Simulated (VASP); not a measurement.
Runs of VASP 6.6.1 on SrO. The structure is that of space group Fm-3m (No. 225), or close to it. The cells are those of the table. 

```csv
level,cell,k mesh,grid for exact exchange (PRECFOCK),share of exact exchange,gap on the mesh (eV),pressure (GPa)
HF,"a = 3.629 Å, angles 60.0°, 2 atoms, atomic positions A",5 × 5 × 5,Normal,1,13.09,(a)
B3LYP,"a = 3.629 Å, angles 60.0°, 2 atoms, atomic positions A",5 × 5 × 5,Normal,0.2,(c),(b)
r2SCAN50,"a = 3.629 Å, angles 60.0°, 2 atoms, atomic positions A",5 × 5 × 5,Normal,0.5,8.15,-0.7
PBEsol,"a = 3.677 Å, angles 60.0°, 2 atoms, atomic positions A",9 × 9 × 9,-,-,3.23,-3.3
```

Alike in all rows: potentials or basis VASP PAW PBE potentials, release 64 (Sr_sv, O); no spin polarisation; cutoff (eV) 520.

Fill in the values left out.

(a) 5.5; (b) 4.4; (c) 5.36.

Caveats: some runs use coarse meshes; the PAW data sets were made with another functional, which shifts forces and pressure a little; an odd mesh through Γ misses points on the zone boundary, where band edges can lie; the cell stands under tension (at least some runs).

A k mesh can miss the band edges, and the runs leave out spin-orbit coupling on Sr.
